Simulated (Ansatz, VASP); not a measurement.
**Cd3Se2: VASP beside Ansatz**

```xyz
5
Lattice="4.1113 0.0000 0.0000 -2.0556 3.5605 0.0000 0.0000 0.0000 9.2568" Properties=species:S:1:pos:R:3 pbc="T T T"
Cd    0.0000    0.0000    3.2721
Cd    0.0000    0.0000    5.9846
Cd    0.0000    0.0000    0.0000
Se    2.0556    1.1868    7.6017
Se    0.0000    2.3736    1.6551
```

Alike in both runs: task relaxation of cell and atoms; functional PBE; k mesh 12 × 12 × 4; occupations gaussian, width 0.1 eV; no spin polarisation.

|  | VASP | Ansatz |
| --- | --- | --- |
| version | VASP 6.6.1 | Ansatz 0.2.0 |
| potentials or method | VASP PAW PBE potentials, release 64 (Cd, Se), cutoff 600 eV | scalar-relativistic, plane waves, PAW |
| valence electrons in the cell | 48 | 92 |

VASP gave:

| Property | Result |
| --- | --- |
| gap on the k mesh at the Fermi level, each at its own relaxed structure (eV) | none |
| relaxed volume (Å³/atom) | 27.04 |
| relaxed cell length with the largest relative difference (Å) | 9.304 |

Task: Which values does Ansatz return?

Result: gap on the k mesh at the Fermi level, each at its own relaxed structure (eV): none; relaxed volume (Å³/atom): 26.91; relaxed cell length with the largest relative difference (Å): 9.285.

A gap of «none» marks a metal or a gap that the smearing closes. VASP's potentials hold 48 valence electrons a cell and Ansatz's 92, so a difference there can come from the potentials and not from the codes.
